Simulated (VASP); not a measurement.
## KBr: single point with PBE

KBr:

```
K Br
1.0
     0.00000    3.68405    3.68405
     3.68405    0.00000    3.68405
     3.68405    3.68405    0.00000
K Br
1 1
Direct
  0.00000 0.00000 0.00000
  0.25000 0.25000 0.25000
```

| Item | Value |
| --- | --- |
| Program | VASP 6.6.1 |
| Task | single point |
| Functional | PBE |
| Potentials or basis | VASP PAW PBE potentials, release 64 (K_sv, Br) |
| Cutoff | 520 eV |
| k mesh | 6 × 6 × 6 |
| Occupations | gaussian, width 0.01 eV |
| Spin | no spin polarisation |

* Pressure: 0.3 GPa
* Band gap on the k mesh: 4.29 eV (least direct gap 4.30 eV)

Levels at points of the mesh, in eV from the valence-band top:
```csv
k point,band 5,band 6,band 7,band 8,band 9,band 10,band 11,band 12
"(0.00, 0.00, 0.00)",-11.28,-0.02,-0.02,-0.02,4.29,8.62,8.62,9.62
"(0.50, 0.00, 0.00)",-11.05,-0.40,0.00,0.00,6.54,6.99,8.21,8.21
"(0.50, 0.50, 0.00)",-10.99,-0.44,-0.02,-0.02,6.07,7.18,8.95,9.47
```

Run time: 44 s on 1 thread of Intel Xeon 8259CL (shared host), peak memory 0.24 GiB.

Caveat: the structure was generated, so it needn't be the stable form of KBr. A k mesh can miss the band edges.
